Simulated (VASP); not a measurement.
Write the native input for VASP 6.6.1 that does the following.

- Task: single point
- Functional: PBE
- Dispersion: D3(BJ)
- Potentials or basis: VASP PAW PBE potentials, release 64 (C, Si)
- Cutoff: 520 eV
- k mesh: 6 × 6 × 1
- Occupations: gaussian, width 0.1 eV
- Spin: collinear spin
- Starting moments: [0.0, 0.0, 0.0, 0.0, 0.0, 0.0, 0.0, 0.0, 2.0] μB
- Dipole correction: yes
- Further INCAR settings: ALGO = Fast; EDIFF = 1e-07; NBANDS = 32

The structure of SiC8 lies in POSCAR:

```
SiC8
1.0
    4.9313048819      0.0000000000      0.0000000000
   -2.4656524409      4.2706353015      0.0000000000
    0.0000000000      0.0000000000     17.4000331942
C Si
8 1
Direct
    0.3333333333      0.1666666667      0.2298865266
    0.3333333333      0.6666666667      0.2298865266
    0.8333333333      0.1666666667      0.2298865266
    0.8333333333      0.6666666667      0.2298865266
    0.1666666667      0.3333333333      0.2298846189
    0.1666666667      0.8333333333      0.2298846189
    0.6666666667      0.3333333333      0.2298846189
    0.6666666667      0.8333333333      0.2298846189
    0.3333333333      0.1666666667      0.4080471063
```

One way to write it, as run:

INCAR

```
PREC = Accurate
ENCUT = 520
EDIFF = 1E-7
ISMEAR = 0
SIGMA = 0.1
LREAL = F
LASPH = T
NELM = 150
ALGO = Fast
ISIF = 2
LWAVE = F
LCHARG = F
ISPIN = 2
MAGMOM = 0 0 0 0 0 0 0 0 2
LORBIT = 11
LDIPOL = T
IDIPOL = 3
DIPOL = 0.5 0.5 0.250
GGA = PE
IVDW = 12
NBANDS = 32
```

KPOINTS

```
regular mesh
0
Gamma
  6 6 1
```

Potentials or basis: VASP PAW PBE potentials, release 64 (C, Si).

Launch:

```console
$ cat potpaw_PBE.64/C/POTCAR potpaw_PBE.64/Si/POTCAR > POTCAR
$ mpirun -np 1 vasp_std > vasp.out
```

It gave:

```
Largest force                                         : 0.236 eV/Å
Net moment                                            : 1.89 μB per cell
Site moments                                          : C -0.01, +0.00, +0.01 (each value once); Si +0.54 μB
Valence electrons inside the program's atomic spheres : C 2.65; Si 1.50
Dispersion energy per atom                            : -0.111 eV
```

Caveat: a moment this small can come from the mesh or the smearing.

Wall time 7.6 min on 1 thread of Oxide Virtual Turin-like Processor, on a shared host, peak memory 0.66 GiB.
